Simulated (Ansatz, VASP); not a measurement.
One calculation of Ta2N, two programs

INCAR

```
SYSTEM = Ta2N
ALGO     = Normal         ! electronic algorithm
EDIFF    = 1E-6           ! SCF threshold, eV
ENCUT    = 520            ! plane-wave cutoff, eV
GGA      = PS             ! functional
ISIF     = 2              ! what is computed and relaxed
ISMEAR   = 0              ! smearing method
LASPH    = .True.         ! aspherical terms in the spheres
LCHARG   = .False.        ! write CHGCAR
LREAL    = .False.        ! projectors in reciprocal space
LWAVE    = .False.        ! write WAVECAR
NBANDS   = 20             ! bands
NELM     = 80             ! most SCF steps
PREC     = Accurate       ! precision mode
SIGMA    = 0.15           ! smearing width, eV
```

The input KPOINTS:

```
k-points
0
Gamma
  18 18 10
  0 0 0
```

The input POSCAR:

```
Ta2N
1.0
    3.0016500023      0.0000000000      0.0000000000
   -1.5008250012      2.5995051552      0.0000000000
    0.0000000000      0.0000000000      4.5820943191
Ta N
2 1
Direct
    0.6666666667      0.3333333333      0.7462554481
    0.3333333333      0.6666666667      0.2537445519
    0.0000000000      0.0000000000      0.0000000000
```

Input for Ansatz:

```yaml
crystal:
  lattice:
    - [3.0016500023, 0.0, 0.0]
    - [-1.5008250012, 2.5995051552, 0.0]
    - [0.0, 0.0, 4.5820943191]
  atoms:
    - { symbol: Ta, position: [0.6666666667, 0.3333333333, 0.7462554481] }
    - { symbol: Ta, position: [0.3333333333, 0.6666666667, 0.2537445519] }
    - { symbol: "N", position: [0.0, 0.0, 0.0] }
basis:
  ecutwfc: 420
kpoints:
  mp_grid: { grid: [18, 18, 10] }
hamiltonian:
  xc: pbesol
scf:
  occupations: { method: gaussian, width: 0.15 }
output:
  forces: true
  stress: true
  eigenvalues: true
```

Change from the starting cell: strain -0.025 along x and y, -0.050 along z, atoms carried along.

Alike in both runs: task single point; functional PBEsol; k mesh 18 × 18 × 10; occupations gaussian, width 0.15 eV; no spin polarisation.

|  | VASP | Ansatz |
| --- | --- | --- |
| version | VASP 6.6.1 | Ansatz 0.2.0 |
| potentials or method | VASP PAW PBE potentials, release 64 (Ta_pv, N), cutoff 520 eV | scalar-relativistic, plane waves, PAW |
| valence electrons in the cell | 27 | 31 |

|  | VASP | Ansatz | Ansatz less VASP |
| --- | --- | --- | --- |
| gap on the k mesh at the Fermi level (eV) | none | none | - |
| pressure (GPa) | 39.5 | 38.4 | -1.07 |
| traceless stress, the component that is largest in VASP (GPa) | 5.12 | 5.19 | +0.070 |
| rms of the force components (eV/Å) | 0.293 | 0.254 | -0.0394 |

VASP's potentials were made for PBE, not for PBEsol. Atom by atom the forces differ by 0.039 eV/Å (rms over components). A gap of «none» marks a metal or a gap that the smearing closes. Both programs put the cell under a high pressure, so it lies far from rest at this level. VASP's potentials hold 27 valence electrons a cell and Ansatz's 31, so a difference there can come from the potentials and not from the codes.

Spin-orbit coupling is off throughout.
